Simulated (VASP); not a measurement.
Set up this calculation in VASP 6.6.1, as the native input.

| Property | Result |
| --- | --- |
| Task | single point |
| Functional | LDA |
| Potentials or basis | VASP PAW LDA potentials, release 64 (Rb_sv, Na_pv) |
| Cutoff | 520 eV |
| k mesh | 2 × 2 × 2, shifted |
| Occupations | fermi-dirac, width 0.1 eV |
| Spin | no spin polarisation |
| Dipole correction | no |
| Further INCAR settings | ALGO = Normal; EDIFF = 1e-06; NBANDS = 25 |

The structure of Rb3Na lies in POSCAR:

```
Rb3Na
1.0
    6.8855700000     -0.0209500000     -0.0792400000
   -0.0209500000      6.7737000000      0.1779100000
   -0.0792400000      0.1779100000      6.7847600000
Rb Na
3 1
Direct
    0.0126300000      0.5091700000      0.4992700000
    0.4885100000      0.9931900000      0.4889400000
    0.5031200000      0.5008500000      0.0023500000
    0.9993200000      0.0015900000      0.0048800000
```

One way to write it, as run:

INCAR

```
SYSTEM = Rb3Na
PREC = Accurate
ENCUT = 520
EDIFF = 1E-6
ISMEAR = -1
SIGMA = 0.1
LREAL = .False.
LASPH = .True.
NELM = 100
ALGO = Normal
ISIF = 2
LWAVE = .False.
LCHARG = .False.
GGA = CA
NBANDS = 25
```

KPOINTS

```
Automatic mesh
0
Gamma
  2 2 2
  0.5 0.5 0.5
```

Potentials or basis: VASP PAW LDA potentials, release 64 (Rb_sv, Na_pv).

The run is started by

```sh
$ cat potpaw_LDA.64/Rb_sv/POTCAR potpaw_LDA.64/Na_pv/POTCAR > POTCAR
$ mpirun -np 1 vasp_std > vasp.out
```

It gave:

| Item | Value |
| --- | --- |
| Pressure | -0.4 GPa |
| Largest force | 0.055 eV/Å |
| Band gap on the k mesh | 0.21 eV, indirect (least direct gap 0.27 eV) |

Run time: 16 s on 1 thread of Intel(R) Xeon(R) Platinum 8488C (Sapphire Rapids), with other jobs on the host, peak memory 0.26 GiB.
